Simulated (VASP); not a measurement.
Input of a VASP 6.6.1 run:

The input INCAR:

```
ALGO = Normal
EDIFF = 1E-6
EDIFFG = -0.03
ENCUT = 600
GGA = PS
IBRION = 2
ISIF = 3
ISMEAR = 1
LASPH = T
LCHARG = F
LREAL = F
LWAVE = F
NELM = 60
NSW = 80
PREC = Accurate
PSTRESS = 600.0
SIGMA = 0.1
```

Contents of KPOINTS:

```
k-points
0
Gamma
  9 9 9
```

Contents of POSCAR:

```
Ti
1.0
    2.6900000000      0.0000000000      0.0000000000
    0.0000000000      2.6900000000      0.0000000000
    0.0000000000      0.0000000000      2.6900000000
Ti
1
Direct
    0.0000000000      0.0000000000      0.0000000000
```

Potentials or basis: VASP PAW PBE potentials, release 64 (Ti_sv).

Command:

```sh
$ cat potpaw_PBE.64/Ti_sv/POTCAR > POTCAR
$ mpirun -np 1 vasp_std > vasp.out
```

Q: Predict the band gap on the k mesh.

A: Zero (band 6 reaches 12.96 eV, above the bottom of band 7 at 9.84 eV).

Q: Predict the space group after relaxing (to 0.05 Å).

A: Pm-3m (No. 221).

Step by step:
| step | energy change (eV) | largest force (eV/Å) | pressure (GPa) | volume (Å³) |
| --- | --- | --- | --- | --- |
| 1 | 0.0000 | 0.0000 | -7.96 | 19.47 |
| 2 | 24.6611 | 0.0000 | 2205.52 | 4.24 |
| 3 | -0.0485 | 0.0000 | 3.94 | 16.66 |
| 4 | 0.0554 | 0.0000 | 17.05 | 15.01 |
| 5 | 0.7645 | 0.0000 | 65.11 | 11.94 |
| 6 | 0.6686 | 0.0000 | 59.30 | 12.19 |
| 7 | 0.7152 | 0.0000 | 61.97 | 12.06 |
| 8 | 0.6305 | 0.0000 | 57.01 | 12.29 |
| 9 | 0.6813 | 0.0000 | 59.98 | 12.15 |

Caveat: the cell is relaxed towards a set pressure, so the enthalpy falls and the energy may rise; the volume moved by over 15 % at a fixed basis, so the end points are rough; the PAW data sets were made with another functional, which shifts forces and pressure a little.
